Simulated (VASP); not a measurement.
Set up this calculation in VASP 6.6.1, as the native input.

```
Task                   : electric field gradients
Functional             : PBE
Potentials or basis    : VASP PAW PBE potentials, release 64 (C)
Cutoff                 : 520 eV
k mesh                 : 20 × 20 × 20
Occupations            : fermi-dirac, width 0.08 eV
Spin                   : no spin polarisation
Dipole correction      : no
Further INCAR settings : ALGO = Normal; EDIFF = 1e-08; NBANDS = 11
```

The structure of C lies in POSCAR:

```
C
1.0
    0.0000000000      1.7477320000      1.7834000000
    1.7477320000      0.0000000000      1.7834000000
    1.7477320000      1.7477320000      0.0000000000
C
2
Direct
    0.5000000000      0.5000000000      0.5000000000
    0.7500000000      0.7500000000      0.7500000000
```

This cell differs from its parent crystal: equal xx and yy strain of -2 %.

The input as run:

INCAR

```
SYSTEM = C
PREC = Accurate
ENCUT = 520
EDIFF = 1E-8
ISMEAR = -1
SIGMA = 0.08
LREAL = .False.
LASPH = .True.
NELM = 60
ALGO = Normal
ISIF = 2
LWAVE = .False.
LCHARG = .False.
GGA = PE
LEFG = .True.
NBANDS = 11
```

KPOINTS

```
Automatic mesh
0
Gamma
  20 20 20
  0 0 0
```

Potentials or basis: VASP PAW PBE potentials, release 64 (C).

Run with:

```sh
$ cat potpaw_PBE.64/C/POTCAR > POTCAR
$ mpirun -np 1 vasp_std > vasp.out
```

It gave:

* Pressure: 21.7 GPa
* Band gap on the k mesh: 3.96 eV, indirect (least direct gap 5.51 eV)

Caveat: the cell differs from its parent crystal (equal xx and yy strain of -2 %); without QUAD_EFG the Cq values of the log hold for a quadrupole moment of 1 mb, not for the nuclei.

Wall time 40 s on 1 thread of Intel(R) Xeon(R) Platinum 8488C (Sapphire Rapids) (shared host), peak memory 0.17 GiB.
